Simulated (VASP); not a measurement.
Set up this calculation in VASP 6.6.1, as the native input.

```
Task                   : single point
Functional             : PBE
Potentials or basis    : VASP PAW PBE potentials, release 64 (Sr_sv, Ag, B)
Cutoff                 : 520 eV
k mesh                 : 6 × 4 × 4
Occupations            : gaussian, width 0.1 eV
Spin                   : no spin polarisation
Dipole correction      : no
Further INCAR settings : ALGO = Normal; EDIFF = 1e-06; NBANDS = 19
```

The structure of SrAgB lies in POSCAR:

```
SrAgB
1.0
    3.4347072300      0.0000000000      0.0000000000
    0.0000000000      3.9746740100      0.0000000000
    0.0000000000      0.0000000000      4.9095391900
Sr Ag B
1 1 1
Direct
    0.5000000000      0.0000000000      0.5000000000
    0.0000000000      0.5000000000      0.5000000000
    0.0000000000      0.5000000000      0.0000000000
```

The input as run:

INCAR

```
PREC     = Accurate       # precision mode
ENCUT    = 520            # plane-wave cutoff, eV
EDIFF    = 1E-6           # SCF threshold, eV
ISMEAR   = 0              # smearing method
SIGMA    = 0.1            # smearing width, eV
LREAL    = False          # projectors in reciprocal space
LASPH    = True           # aspherical terms in the spheres
NELM     = 60             # most SCF steps
ALGO     = Normal         # electronic algorithm
ISIF     = 2              # what is computed and relaxed
LWAVE    = False          # write WAVECAR
LCHARG   = True           # write CHGCAR
GGA      = PE             # functional
LELF     = True           # ELF
LVHAR    = True         
NBANDS   = 19             # bands
```

KPOINTS

```
Automatic mesh
0
Gamma
  6 4 4
```

Potentials or basis: VASP PAW PBE potentials, release 64 (Sr_sv, Ag, B).

The run is started by

```console
$ cat potpaw_PBE.64/Sr_sv/POTCAR potpaw_PBE.64/Ag/POTCAR potpaw_PBE.64/B/POTCAR > POTCAR
$ mpirun -np 1 vasp_std > vasp.out
```

Results of the run:

```
Pressure               : 11.1 GPa
Band gap on the k mesh : zero (band 12 reaches 5.68 eV, above the bottom of band 13 at 3.46 eV)
```

Caveat: the k points lie up to 0.40 Å⁻¹ apart.

It took 19 s on 1 thread of AMD EPYC 9R45 96-Core Processor (Zen 5), on a shared host, peak memory 0.18 GiB.
